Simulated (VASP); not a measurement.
# HfSiO4 (I4_1/amd) in VASP: further runs

Runs on HfSiO4. Level: r2SCAN. Tasks: single point.

All numbers are computed with VASP 6.6.1; they aren't measurements. Logs are shortened: lines on timing, memory, paths and dates and some standing lists are left out, and cuts for length are marked.

### Step 1. The cell of the first run

The structure is tetragonal, space group I4_1/amd (No. 141). Conventional cell: a = 6.647 Å, b = 6.647 Å, c = 5.936 Å, α = 90.00°, β = 90.00°, γ = 90.00°. Hf (site symmetry -4m2) has 8 O at 2.14 to 2.25 Å within 2.8 Å. Si (site symmetry -4m2) has 4 O at 1.63 Å within 2.2 Å. Within 2.2 Å of O (site symmetry m) lie 1 Si at 1.63 Å and 1 Hf at 2.14 Å.

### Step 2. Single point, r2SCAN (epitaxial xy strain +1.0%)

Contents of POSCAR:

```
HfSiO4
1.0
   -3.3237313842      3.3237313842      2.9680697251
    3.3237313842     -3.3237313842      2.9680697251
    3.3237313842      3.3237313842     -2.9680697251
Hf Si O
2 2 8
Direct
    0.0000000000      0.0000000000      0.0000000000
    0.7500000000      0.2500000000      0.5000000000
    0.2500000000      0.7500000000      0.5000000000
    0.5000000000      0.5000000000      0.0000000000
    0.1354516500      0.3192367067      0.8162149433
    0.0692367067      0.7530217634      0.6837850567
    0.0692367067      0.3854516500      0.3162149433
    0.5030217634      0.3192367067      0.1837850567
    0.6807632933      0.4969782366      0.8162149433
    0.6145483500      0.9307632933      0.6837850567
    0.2469782366      0.9307632933      0.3162149433
    0.6807632933      0.8645483500      0.1837850567
```

Contents of INCAR.step1:

```
SYSTEM = HfSiO4
PREC     = Accurate       ! precision mode
ENCUT    = 520            ! plane-wave cutoff, eV
ISMEAR   = 0              ! smearing method
SIGMA    = 0.01           ! smearing width, eV
LREAL    = .FALSE.        ! projectors in reciprocal space
LASPH    = .TRUE.         ! aspherical terms in the spheres
NELM     = 60             ! most SCF steps
NBANDS   = 50             ! bands
GGA      = PE             ! functional
ALGO     = Normal         ! electronic algorithm
EDIFF    = 1E-4           ! SCF threshold, eV
LWAVE    = .TRUE.         ! write WAVECAR
LCHARG   = .FALSE.        ! write CHGCAR
```

Contents of INCAR.step2:

```
SYSTEM = HfSiO4
PREC     = Accurate       ! precision mode
ENCUT    = 520            ! plane-wave cutoff, eV
EDIFF    = 1E-6           ! SCF threshold, eV
ISMEAR   = 0              ! smearing method
SIGMA    = 0.01           ! smearing width, eV
LREAL    = .FALSE.        ! projectors in reciprocal space
LASPH    = .TRUE.         ! aspherical terms in the spheres
NELM     = 60             ! most SCF steps
ALGO     = Normal         ! electronic algorithm
ISIF     = 2              ! what is computed and relaxed
LWAVE    = .FALSE.        ! write WAVECAR
LCHARG   = .TRUE.         ! write CHGCAR
METAGGA  = R2SCAN         ! meta-GGA
LMIXTAU  = .TRUE.       
LELF     = .TRUE.         ! ELF
LVHAR    = .TRUE.       
NBANDS   = 50             ! bands
ISTART   = 1
```

Contents of KPOINTS:

```
Automatic mesh
0
G
  6 6 6
  0 0 0
```

Potentials or basis: VASP PAW PBE potentials, release 64 (Hf_pv, Si, O).

Launch:

```console
cat potpaw_PBE.64/Hf_pv/POTCAR potpaw_PBE.64/Si/POTCAR potpaw_PBE.64/O/POTCAR > POTCAR
cp INCAR.step1 INCAR
mpirun -np 1 vasp_std > vasp.out
cp INCAR.step2 INCAR
mpirun -np 1 vasp_std > vasp.out
```

OUTCAR:

```text
SYSTEM = HfSiO4
   PREC = Accurate
   ENCUT = 520
   EDIFF = 1E-6
   ISMEAR = 0
   LREAL = .FALSE.
   LASPH = .TRUE.
   NELM = 60
   ISIF = 2
   METAGGA = R2SCAN
   ISTART = 1

 ion  position               nearest neighbor table
   1  0.000  0.000  0.000-   7 2.14  10 2.14   6 2.14  11 2.14   8 2.25   9 2.25  12 2.25   5 2.25
                             4 2.97   4 2.97   2 3.64   2 3.64   2 3.64   2 3.64
   2  0.750  0.250  0.500-   5 2.14  12 2.14   9 2.14   8 2.14   6 2.25  11 2.25   7 2.25  10 2.25
                             3 2.97   3 2.97   1 3.64   1 3.64   1 3.64   1 3.64
   3  0.250  0.750  0.500-   6 1.63  11 1.63  10 1.63   7 1.63   2 2.97   2 2.97
   4  0.500  0.500  0.000-   8 1.63   9 1.63   5 1.63  12 1.63   1 2.97   1 2.97
   5  0.135  0.319  0.816-   4 1.63   2 2.14   1 2.25
   6  0.069  0.753  0.684-   3 1.63   1 2.14   2 2.25
   7  0.069  0.385  0.316-   3 1.63   1 2.14   2 2.25
   8  0.503  0.319  0.184-   4 1.63   2 2.14   1 2.25
   9  0.681  0.497  0.816-   4 1.63   2 2.14   1 2.25
  10  0.615  0.931  0.684-   3 1.63   1 2.14   2 2.25
  11  0.247  0.931  0.316-   3 1.63   1 2.14   2 2.25
  12  0.681  0.865  0.184-   4 1.63   2 2.14   1 2.25

  LATTYP: Found a body centered tetragonal cell.
 ALAT       =     6.6474627684
 C/A-ratio  =     0.8929932603

  Lattice vectors:

 A1 = (  -3.3237313842,   3.3237313842,   2.9680697251)
 A2 = (   3.3237313842,  -3.3237313842,   2.9680697251)
 A3 = (   3.3237313842,   3.3237313842,  -2.9680697251)

Analysis of symmetry for initial positions (statically):
=====================================================================
 Subroutine PRICEL returns:
 Original cell was already a primitive cell.

 Routine SETGRP: Setting up the symmetry group for a
 body centered tetragonal supercell.

 Subroutine GETGRP returns: Found 16 space group operations
 (whereof  8 operations were pure point group operations)
 out of a pool of 16 trial point group operations.

The static configuration has the point symmetry D_2d.
 The point group associated with its full space group is D_4h.

Analysis of symmetry for dynamics (positions and initial velocities):
=====================================================================
 Subroutine PRICEL returns:
 Original cell was already a primitive cell.

 Routine SETGRP: Setting up the symmetry group for a
 body centered tetragonal supercell.

 Subroutine GETGRP returns: Found 16 space group operations
 (whereof  8 operations were pure point group operations)
 out of a pool of 16 trial point group operations.

The dynamic configuration has the point symmetry D_2d.
 The point group associated with its full space group is D_4h.

 Subroutine INISYM returns: Found 16 space group operations
 (whereof  8 operations are pure point group operations),
 and found     1 'primitive' translations

----------------------------------------------------------------------------------------

                                     Primitive cell

  volume of cell :     131.1553

  direct lattice vectors                    reciprocal lattice vectors
    -3.323731384  3.323731384  2.968069725     0.000000000  0.150433336  0.168459654
     3.323731384 -3.323731384  2.968069725     0.150433336  0.000000000  0.168459654
     3.323731384  3.323731384 -2.968069725     0.150433336  0.150433336  0.000000000

  length of vectors
     5.559120301  5.559120301  5.559120301     0.225851375  0.225851375  0.212744864

  position of ions in fractional coordinates (direct lattice)
     0.000000000  0.000000000  0.000000000
     0.750000000  0.250000000  0.500000000
     0.250000000  0.750000000  0.500000000
     0.500000000  0.500000000  0.000000000
     0.135451650  0.319236707  0.816214943
     0.069236707  0.753021763  0.683785057
     0.069236707  0.385451650  0.316214943
     0.503021763  0.319236707  0.183785057
     0.680763293  0.496978237  0.816214943
     0.614548350  0.930763293  0.683785057
     0.246978237  0.930763293  0.316214943
     0.680763293  0.864548350  0.183785057

  ion indices of the primitive-cell ions
   primitive index   ion index
                 1           1
                 2           2
                 3           3
                 4           4
                 5           5
                 6           6
                 7           7
                 8           8
                 9           9
                10          10
                11          11
                12          12

----------------------------------------------------------------------------------------

 KPOINTS: Automatic mesh

Automatic generation of k-mesh.
 Grid dimensions read from file:
 generate k-points for:    6    6    6

 Generating k-lattice:

  Cartesian coordinates                     Fractional coordinates (reciprocal lattice)
     0.000000000  0.025072223  0.028076609     0.166666667  0.000000000 -0.000000000
     0.025072223  0.000000000  0.028076609     0.000000000  0.166666667 -0.000000000
     0.025072223  0.025072223  0.000000000     0.000000000  0.000000000  0.166666667

  Length of vectors
     0.037641896  0.037641896  0.035457477

  Shift w.r.t. Gamma in fractional coordinates (k-lattice)
     0.000000000  0.000000000  0.000000000

 Subroutine IBZKPT returns following result:
 ===========================================

 Found     30 irreducible k-points:

 Following reciprocal coordinates:
            Coordinates               Weight
  0.000000  0.000000  0.000000      1.000000
  0.166667 -0.000000  0.000000      8.000000
  0.333333 -0.000000  0.000000      8.000000
  0.500000 -0.000000  0.000000      4.000000
  0.166667  0.166667  0.000000      8.000000
  0.333333  0.166667  0.000000     16.000000
[... 16 lines left out ...]
 -0.333333 -0.333333  0.166667      8.000000
 -0.166667 -0.333333  0.166667      8.000000
 [... further k-points ...]
   k-points           NKPTS =     30   k-points in BZ     NKDIM =     30   number of bands    NBANDS=     50
   number of dos      NEDOS =    301   number of ions     NIONS =     12
   total plane-waves  NPLWV =  74088
   dimension x,y,z NGX =    42 NGY =   42 NGZ =   42
   dimension x,y,z NGXF=    84 NGYF=   84 NGZF=   84
   ions per type =               2   2   8
   NGX,Y,Z   is equivalent  to a cutoff of  12.56, 12.56, 12.56 a.u.
   NGXF,Y,Z  is equivalent  to a cutoff of  25.12, 25.12, 25.12 a.u.
 SYSTEM =  HfSiO4
   PREC   = accura    normal or accurate (medium, high low for compatibility)
   ISTART =      1    job   : 0-new  1-cont  2-samecut
   ICHARG =      0    charge: 1-file 2-atom 10-const
   ISPIN  =      1    spin polarized calculation?
   LNONCOLLINEAR =      F non collinear calculations
   LSORBIT =      F    spin-orbit coupling
   LASPH  =      T    aspherical Exc in radial PAW
   ENCUT  =  520.0 eV  38.22 Ry    6.18 a.u.  10.34 10.34 10.34*2*pi/ulx,y,z
   NELM   =     60;   NELMIN=  2; NELMDL=  0     # of ELM steps
   EDIFF  = 0.1E-05   stopping-criterion for ELM
   LREAL  =      F    real-space projection
   EDIFFG = 0.1E-04   stopping-criterion for IOM
   NSW    =      0    number of steps for IOM
   IBRION =     -1    ionic relax: 0-MD 1-quasi-New 2-CG
   NFREE  =      0    steps in history (QN), initial steepest desc. (CG)
   ISIF   =      2    stress and relaxation
   ISYM   =      2    0-nonsym 1-usesym 2-fastsym
   POTIM  = 0.5000    time-step for ionic-motion
   TEBEG  =    0.0;   TEEND  =   0.0 temperature during run
   PSTRESS=    0.0 pullay stress
   NELECT =      76.0000    total number of electrons
   NUPDOWN=      -1.0000    fix difference up-down
   EMIN   =  10.00;   EMAX   =-10.00  energy-range for DOS
   EFERMI =   0.00;   METHOD = LEGACY
   ISMEAR =     0;   SIGMA  =   0.01  broadening in eV -4-tet -1-fermi 0-gaus
   EFERMI_NEDOS =   21; number of points for ismear=-14 and -15
   IALGO  =     38    algorithm
   IMIX   =      4    mixing-type and parameters
     AMIX     =   0.40;   BMIX     =  1.00
     AMIX_MAG =   1.60;   BMIX_MAG =  1.00
  volume/ion in A,a.u.               =      10.93        73.76
  Fermi-wavevector in a.u.,A,eV,Ry     =   1.364847  2.579187 25.345042  1.862808
  Thomas-Fermi vector in A             =   2.491127
   LORBIT       =      0    0 simple, 1 ext, 2 COOP (PROOUT), +10 PAW based schemes
   METAGGA = R2SCAN    functional components
   LHFCALC =     F    Hartree Fock is set to
   AEXX    =    0.0000 exact exchange contribution
   IVDW    =     0    specifies the selected vdW correction
   LEPSILON=     F    determine dielectric tensor
   LRPA    =     F    only Hartree local field effects (RPA)
 non-spin polarized calculation
 Gauss-broadening in eV      SIGMA  =   0.01
  energy-cutoff  :      520.00
  volume of cell :      131.16
 maximum number of plane-waves:      3563
 NGX is ok and might be reduce to    42
   NGX = 21   NGY = 21   NGZ = 21

 number of electron      76.0000021 magnetization

 Free energy of the ion-electron system (eV)
  ---------------------------------------------------
  ext. energy  EPLUGINS =         0.00000000
  ---------------------------------------------------
  free energy    TOTEN  =      -197.58615523 eV

  energy without entropy =     -197.58615523  energy(sigma->0) =     -197.58615523

 E-fermi :   2.8215     XC(G=0): -11.6239

 val. band max:        2.7116619529   @ k =   0.0000   0.0000   0.0000
 cond. band min:       8.5824522829   @ k =   0.3333   0.1667   0.1667
 fundamental gap:      5.8707903299
 Fermi energy:         2.8214703490

 k-point     1 :       0.0000    0.0000    0.0000
  band No.  band energies     occupation
      1     -27.6422      2.00000
      2     -27.6422      2.00000
      3     -27.5993      2.00000
      4     -27.5830      2.00000
      5     -27.4730      2.00000
      6     -27.4730      2.00000
[... 42 lines left out ...]
     49      12.4863      0.00000
     50      13.2342      0.00000
[... 1217 lines left out ...]
     49      12.1193      0.00000
     50      13.2142      0.00000

 [... further k-points ...]
[... 5 lines left out ...]
  --------------------------------------------------------------------------------------
  -------------------------------------------------------------------------------------
  Total       -4.8103366     -4.8103366     -1.1242918      0.0000000      0.0000000      0.0000000
  in kB      -58.7624806    -58.7624806    -13.7342099      0.0000000      0.0000000      0.0000000
  external PRESSURE =     -43.7530571 kB  Pullay stress =       0.0000000 kB

 VOLUME and BASIS-vectors are now :
 -----------------------------------------------------------------------------
  energy-cutoff  :      520.00
  volume of cell :      131.16
      direct lattice vectors                 reciprocal lattice vectors
    -3.323731384  3.323731384  2.968069725     0.000000000  0.150433336  0.168459654
     3.323731384 -3.323731384  2.968069725     0.150433336  0.000000000  0.168459654
     3.323731384  3.323731384 -2.968069725     0.150433336  0.150433336  0.000000000

 POSITION                                       TOTAL-FORCE (eV/Angst)
 -----------------------------------------------------------------------------------
      0.00000      0.00000      0.00000        -0.000000      0.000000     -0.000000
      0.00000      3.32373      1.48403        -0.000000      0.000000      0.000000
      3.32373      0.00000      1.48403        -0.000000      0.000000     -0.000000
      0.00000      0.00000      2.96807        -0.000000      0.000000     -0.000000
      3.32373      2.10203     -1.07304        -0.000000     -0.142354     -0.154407
      4.54544      0.00000      0.41100         0.142354      0.000000     -0.154407
      2.10203      0.00000      0.41100        -0.142354     -0.000000     -0.154407
      0.00000      1.22170      1.89503        -0.000000      0.142354     -0.154407
      2.10203      3.32373      1.07304        -0.142354      0.000000      0.154407
      3.32373      1.22170      2.55707         0.000000      0.142354      0.154407
      3.32373     -1.22170      2.55707        -0.000000     -0.142354      0.154407
      1.22170      0.00000      4.04111         0.142354      0.000000      0.154407
 -----------------------------------------------------------------------------------
    total drift:                                0.000000      0.000000     -0.000000

  FREE ENERGIE OF THE ION-ELECTRON SYSTEM (eV)
  ---------------------------------------------------
  free  energy   TOTEN  =      -197.5861552315 eV

  energy  without entropy=     -197.5861552315  energy(sigma->0) =     -197.58615523
```

Wall time 6.5 min (1 thread of Intel Xeon 6975P-C (Granite Rapids), shared host); peak memory 0.38 GiB.

What came out:

* Free energy: -197.5862 eV
* Pressure: -4.4 GPa
* Largest force: 0.210 eV/Å
* Band gap on the k mesh: 5.87 eV, indirect (least direct gap 6.15 eV)

Forces on the atoms (eV/Å):
```
Hf   0.000  0.000  0.000
Hf   0.000  0.000  0.000
Si   0.000  0.000  0.000
Si   0.000  0.000  0.000
O    0.000 -0.142 -0.154
O    0.142  0.000 -0.154
O   -0.142  0.000 -0.154
O    0.000  0.142 -0.154
O   -0.142  0.000  0.154
O    0.000  0.142  0.154
O    0.000 -0.142  0.154
O    0.142  0.000  0.154
```

Caveat: the cell differs from its parent crystal (epitaxial xy strain +1.0%); the PAW data sets were made with another functional, which shifts forces and pressure a little; spin-orbit coupling is left out, which moves the levels of the heavy elements.

[end of part 1 of 3]
